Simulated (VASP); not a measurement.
# SnTe (I4mm) in VASP: relaxation of cell and atoms with PBE

Aim: the relaxation of cell and atoms of SnTe with PBE.

Everything below comes from runs of VASP 6.6.1. Logs are shortened: lines on timing, memory, paths and dates and some standing lists are left out, and cuts for length are marked.

### 1 The cell of the first run

Symmetry: I4mm, No. 107, tetragonal system. Conventional cell: a = 4.532 Å, b = 4.532 Å, c = 6.475 Å, α = 90.00°, β = 90.00°, γ = 90.00°. Sn (site symmetry 4mm) has 6 Te at 3.04 to 3.44 Å within 4.0 Å. Within 4.0 Å of Te (site symmetry 4mm) lie 6 Sn at 3.04 to 3.44 Å.

The cell was generated, and may not be a known phase.

### 2 Relaxation of cell and atoms, PBE

The input, INCAR:

```
ALGO     = Normal         # electronic algorithm
EDIFF    = 1E-6           # SCF threshold, eV
EDIFFG   = -0.01          # ionic threshold
ENCUT    = 600            # plane-wave cutoff, eV
GGA      = PE             # functional
IBRION   = 2              # ionic algorithm
ISIF     = 3              # what is computed and relaxed
ISMEAR   = 0              # smearing method
LASPH    = True           # aspherical terms in the spheres
LCHARG   = False          # write CHGCAR
LREAL    = False          # projectors in reciprocal space
LWAVE    = False          # write WAVECAR
NELM     = 100            # most SCF steps
NSW      = 100            # ionic steps
PREC     = Accurate       # precision mode
SIGMA    = 0.02           # smearing width, eV
```

The input, KPOINTS:

```
k-points
0
Gamma
  12 12 12
```

The input, POSCAR:

```
SnTe
1.0
   -2.2658693206      2.2658693206      3.2377183005
    2.2658693206     -2.2658693206      3.2377183005
    2.2658693206      2.2658693206     -3.2377183005
Sn Te
1 1
Direct
    0.7029950800      0.7029950800      0.0000000000
    0.1720049200      0.1720049200      0.0000000000
```

Potentials or basis: VASP PAW PBE potentials, release 64 (Sn_d, Te).

Started as:

```console
> cat potpaw_PBE.64/Sn_d/POTCAR potpaw_PBE.64/Te/POTCAR > POTCAR
> mpirun -np 1 vasp_std > vasp.out
```

OUTCAR:

```text
EDIFF = 1E-6
   EDIFFG = -0.01
   ENCUT = 600
   GGA = PE
   IBRION = 2
   ISIF = 3
   ISMEAR = 0
   LASPH = True
   LREAL = False
   NELM = 100
   NSW = 100
   PREC = Accurate

 ion  position               nearest neighbor table
   1  0.703  0.703  0.000-   2 3.04   2 3.21   2 3.21   2 3.21   2 3.21   2 3.44
   2  0.172  0.172  0.000-   1 3.04   1 3.21   1 3.21   1 3.21   1 3.21   1 3.44

  LATTYP: Found a body centered tetragonal cell.
 ALAT       =     4.5317386412
 C/A-ratio  =     1.4289077799

  Lattice vectors:

 A1 = (  -2.2658693206,   2.2658693206,   3.2377183005)
 A2 = (   2.2658693206,  -2.2658693206,   3.2377183005)
 A3 = (   2.2658693206,   2.2658693206,  -3.2377183005)

Analysis of symmetry for initial positions (statically):
=====================================================================
 Subroutine PRICEL returns:
 Original cell was already a primitive cell.

 Routine SETGRP: Setting up the symmetry group for a
 body centered tetragonal supercell.

 Subroutine GETGRP returns: Found  8 space group operations
 (whereof  8 operations were pure point group operations)
 out of a pool of 16 trial point group operations.

The static configuration has the point symmetry C_4v.

Analysis of symmetry for dynamics (positions and initial velocities):
=====================================================================
 Subroutine PRICEL returns:
 Original cell was already a primitive cell.

 Routine SETGRP: Setting up the symmetry group for a
 body centered tetragonal supercell.

 Subroutine GETGRP returns: Found  8 space group operations
 (whereof  8 operations were pure point group operations)
 out of a pool of 16 trial point group operations.

The dynamic configuration has the point symmetry C_4v.

 Subroutine INISYM returns: Found  8 space group operations
 (whereof  8 operations are pure point group operations),
 and found     1 'primitive' translations

----------------------------------------------------------------------------------------

                                     Primitive cell

  volume of cell :      66.4919

  direct lattice vectors                    reciprocal lattice vectors
    -2.265869321  2.265869321  3.237718301     0.000000000  0.220665859  0.154429741
     2.265869321 -2.265869321  3.237718301     0.220665859  0.000000000  0.154429741
     2.265869321  2.265869321 -3.237718301     0.220665859  0.220665859  0.000000000

  length of vectors
     4.555342726  4.555342726  4.555342726     0.269336159  0.269336159  0.312068651

  position of ions in fractional coordinates (direct lattice)
     0.702995080  0.702995080  0.000000000
     0.172004920  0.172004920  0.000000000

  ion indices of the primitive-cell ions
   primitive index   ion index
                 1           1
                 2           2

----------------------------------------------------------------------------------------

 KPOINTS: k-points

Automatic generation of k-mesh.
 Grid dimensions read from file:
 generate k-points for:   12   12   12

 Generating k-lattice:

  Cartesian coordinates                     Fractional coordinates (reciprocal lattice)
     0.000000000  0.018388822  0.012869145     0.083333333 -0.000000000  0.000000000
     0.018388822  0.000000000  0.012869145    -0.000000000  0.083333333  0.000000000
     0.018388822  0.018388822  0.000000000     0.000000000  0.000000000  0.083333333

  Length of vectors
     0.022444680  0.022444680  0.026005721

  Shift w.r.t. Gamma in fractional coordinates (k-lattice)
     0.000000000  0.000000000  0.000000000

 Subroutine IBZKPT returns following result:
 ===========================================

 Found    163 irreducible k-points:

 Following reciprocal coordinates:
            Coordinates               Weight
  0.000000  0.000000  0.000000      1.000000
  0.083333 -0.000000  0.000000      8.000000
  0.166667 -0.000000  0.000000      8.000000
  0.250000 -0.000000  0.000000      8.000000
  0.333333 -0.000000  0.000000      8.000000
  0.416667  0.000000  0.000000      8.000000
[... 16 lines left out ...]
  0.500000  0.166667  0.000000     16.000000
 -0.416667  0.166667  0.000000     16.000000
 [... further k-points ...]
   k-points           NKPTS =    163   k-points in BZ     NKDIM =    163   number of bands    NBANDS=     14
   number of dos      NEDOS =    301   number of ions     NIONS =      2
   total plane-waves  NPLWV =  46656
   dimension x,y,z NGX =    36 NGY =   36 NGZ =   36
   dimension x,y,z NGXF=    72 NGYF=   72 NGZF=   72
   ions per type =               1   1
   NGX,Y,Z   is equivalent  to a cutoff of  13.14, 13.14, 13.14 a.u.
   NGXF,Y,Z  is equivalent  to a cutoff of  26.28, 26.28, 26.28 a.u.
 SYSTEM =  unknown system
   PREC   = accura    normal or accurate (medium, high low for compatibility)
   ISTART =      0    job   : 0-new  1-cont  2-samecut
   ICHARG =      2    charge: 1-file 2-atom 10-const
   ISPIN  =      1    spin polarized calculation?
   LNONCOLLINEAR =      F non collinear calculations
   LSORBIT =      F    spin-orbit coupling
   LASPH  =      T    aspherical Exc in radial PAW
   ENCUT  =  600.0 eV  44.10 Ry    6.64 a.u.   9.10  9.10  9.10*2*pi/ulx,y,z
   NELM   =    100;   NELMIN=  2; NELMDL= -5     # of ELM steps
   EDIFF  = 0.1E-05   stopping-criterion for ELM
   LREAL  =      F    real-space projection
   EDIFFG = -.1E-01   stopping-criterion for IOM
   NSW    =    100    number of steps for IOM
   IBRION =      2    ionic relax: 0-MD 1-quasi-New 2-CG
   NFREE  =      1    steps in history (QN), initial steepest desc. (CG)
   ISIF   =      3    stress and relaxation
   ISYM   =      2    0-nonsym 1-usesym 2-fastsym
   POTIM  = 0.5000    time-step for ionic-motion
   TEBEG  =    0.0;   TEEND  =   0.0 temperature during run
   PSTRESS=    0.0 pullay stress
   NELECT =      20.0000    total number of electrons
   NUPDOWN=      -1.0000    fix difference up-down
   EMIN   =  10.00;   EMAX   =-10.00  energy-range for DOS
   EFERMI =   0.00;   METHOD = LEGACY
   ISMEAR =     0;   SIGMA  =   0.02  broadening in eV -4-tet -1-fermi 0-gaus
   EFERMI_NEDOS =   21; number of points for ismear=-14 and -15
   IALGO  =     38    algorithm
   IMIX   =      4    mixing-type and parameters
     AMIX     =   0.40;   BMIX     =  1.00
     AMIX_MAG =   1.60;   BMIX_MAG =  1.00
  volume/ion in A,a.u.               =      33.25       224.35
  Fermi-wavevector in a.u.,A,eV,Ry     =   1.096887  2.072816 16.370002  1.203161
  Thomas-Fermi vector in A             =   2.233237
   LORBIT       =      0    0 simple, 1 ext, 2 COOP (PROOUT), +10 PAW based schemes
   GGA     = PE    functional components
   LHFCALC =     F    Hartree Fock is set to
   AEXX    =    0.0000 exact exchange contribution
   IVDW    =     0    specifies the selected vdW correction
   LEPSILON=     F    determine dielectric tensor
   LRPA    =     F    only Hartree local field effects (RPA)
 conjugate gradient relaxation of ions
 non-spin polarized calculation
 Gauss-broadening in eV      SIGMA  =   0.02
  energy-cutoff  :      600.00
  volume of cell :       66.49
 maximum number of plane-waves:      2240
   NGX = 19   NGY = 19   NGZ = 19

--------------------------------------- Ionic step        1  -------------------------------------------

 number of electron      19.9999998 magnetization

 Free energy of the ion-electron system (eV)
  ---------------------------------------------------
  ext. energy  EPLUGINS =         0.00000000
  ---------------------------------------------------
  free energy    TOTEN  =        -7.56462338 eV

  energy without entropy =       -7.56462338  energy(sigma->0) =       -7.56462338

------------------------ aborting loop because EDIFF is reached ----------------------------------------

  FORCE on cell =-STRESS in cart. coord.  units (eV):
  Direction    XX          YY          ZZ          XY          YZ          ZX
  --------------------------------------------------------------------------------------
  -------------------------------------------------------------------------------------
  Total        0.0195990      0.0195990     -0.0130429      0.0000000     -0.0000000      0.0000000
  in kB        0.4722551      0.4722551     -0.3142793      0.0000000     -0.0000000      0.0000000
  external PRESSURE =       0.2100769 kB  Pullay stress =       0.0000000 kB
[... 89 lines left out ...]
  FREE ENERGIE OF THE ION-ELECTRON SYSTEM (eV)
  ---------------------------------------------------
  free  energy   TOTEN  =        -7.5653071806 eV

  energy  without entropy=       -7.5653071806  energy(sigma->0) =       -7.56530718

[... ionic steps 4 to 9 ...]

--------------------------------------- Ionic step       10  -------------------------------------------

 number of electron      20.0000000 magnetization

------------------------ aborting loop because EDIFF is reached ----------------------------------------
[... 67 lines left out ...]
--------------------------------------- Ionic step       12  -------------------------------------------

 number of electron      20.0000001 magnetization

 Free energy of the ion-electron system (eV)
  ---------------------------------------------------
  ext. energy  EPLUGINS =         0.00000000
  ---------------------------------------------------
  free energy    TOTEN  =        -7.56631228 eV

  energy without entropy =       -7.56631228  energy(sigma->0) =       -7.56631228

 E-fermi :   6.2871     XC(G=0):  -9.2450

 val. band max:        6.1417581191   @ k =   0.5000  -0.0000   0.0000
 cond. band min:       6.4696303252   @ k =   0.5000  -0.0000   0.0000
 fundamental gap:      0.3278722061
 Fermi energy:         6.2870680790

 k-point     1 :       0.0000    0.0000    0.0000
  band No.  band energies     occupation
      1     -15.5846      2.00000
      2     -15.5829      2.00000
      3     -15.5818      2.00000
      4     -15.5795      2.00000
      5     -15.5795      2.00000
      6      -6.1375      2.00000
      7       1.4140      2.00000
      8       4.2801      2.00000
      9       4.2886      2.00000
     10       4.2886      2.00000
     11       9.4494      0.00000
     12       9.4494      0.00000
     13       9.4924      0.00000
     14      11.1256      0.00000
[... 377 lines left out ...]
      1     -15.5902      2.00000
      2     -15.5842      2.00000
      3     -15.5792      2.00000
      4     -15.5765      2.00000
      5     -15.5743      2.00000
      6      -5.1538      2.00000
      7      -1.0691      2.00000
      8       3.5090      2.00000
      9       3.7158      2.00000
     10       4.5080      2.00000
     11       8.0041      0.00000
     12       8.4441      0.00000
     13       8.8350      0.00000
     14      10.8874      0.00000

 [... further k-points ...]

------------------------ aborting loop because EDIFF is reached ----------------------------------------

  FORCE on cell =-STRESS in cart. coord.  units (eV):
  Direction    XX          YY          ZZ          XY          YZ          ZX
  --------------------------------------------------------------------------------------
  -------------------------------------------------------------------------------------
  Total        0.0080179      0.0080179     -0.0015812      0.0000000      0.0000000      0.0000000
  in kB        0.1943528      0.1943528     -0.0383270      0.0000000      0.0000000      0.0000000
  external PRESSURE =       0.1167928 kB  Pullay stress =       0.0000000 kB
[... 17 lines left out ...]
  FREE ENERGIE OF THE ION-ELECTRON SYSTEM (eV)
  ---------------------------------------------------
  free  energy   TOTEN  =        -7.5663122764 eV

  energy  without entropy=       -7.5663122764  energy(sigma->0) =       -7.56631228

 reached required accuracy - stopping structural energy minimisation
```

Wall time 25 min (1 thread of Oxide Virtual Turin-like, shared host); peak memory 0.34 GiB.

Results:

- Free energy: -7.5663 eV
- Relaxed volume: 33.05 Å³/atom
- Relaxed cell: a = 4.541 Å, b = 4.541 Å, c = 4.541 Å, α = 120.13°, β = 120.13°, γ = 89.78°
- Space group after relaxing (to 0.1 Å): I4mm (No. 107)
- Energy gained by relaxing: 0.8 meV/atom
- Ionic steps: 12
- Pressure after relaxing: 0.0 GPa
- Band gap on the k mesh: 0.33 eV

Forces on the atoms (eV/Å):
```
Sn   0.000  0.000 -0.003
Te   0.000  0.000  0.003
```

Step by step:
| step | energy change (eV) | largest force (eV/Å) | pressure (GPa) | volume (Å³) |
| --- | --- | --- | --- | --- |
| 1 | 0.0000 | 0.0487 | 0.02 | 66.49 |
| 2 | -0.0002 | 0.0430 | 0.00 | 66.53 |
| 3 | -0.0007 | 0.0290 | -0.13 | 66.66 |
| 4 | -0.0005 | 0.0070 | -0.37 | 66.91 |
| 5 | -0.0008 | 0.0203 | -0.25 | 66.76 |
| 6 | -0.0009 | 0.0183 | -0.20 | 66.72 |
| 7 | -0.0012 | 0.0156 | -0.13 | 66.58 |
| 8 | -0.0015 | 0.0114 | -0.05 | 66.30 |
| 9 | -0.0015 | 0.0058 | 0.19 | 65.76 |
| 10 | -0.0016 | 0.0091 | 0.05 | 66.06 |
| 11 | -0.0017 | 0.0057 | 0.01 | 66.08 |
| 12 | -0.0017 | 0.0027 | 0.01 | 66.10 |

Final structure:
```xyz
2
Lattice="-2.2662 2.2662 3.2175 2.2662 -2.2662 3.2175 2.2662 2.2662 -3.2175" Properties=species:S:1:pos:R:3 pbc="T T T"
Sn    0.0000    0.0000    4.4878
Te    0.0000    0.0000    1.1428
```

Caveat: semilocal functionals underestimate gaps, and a narrow one can read as zero; spin-orbit coupling is left out, which moves the levels of the heavy elements. A k mesh can miss the band edges.
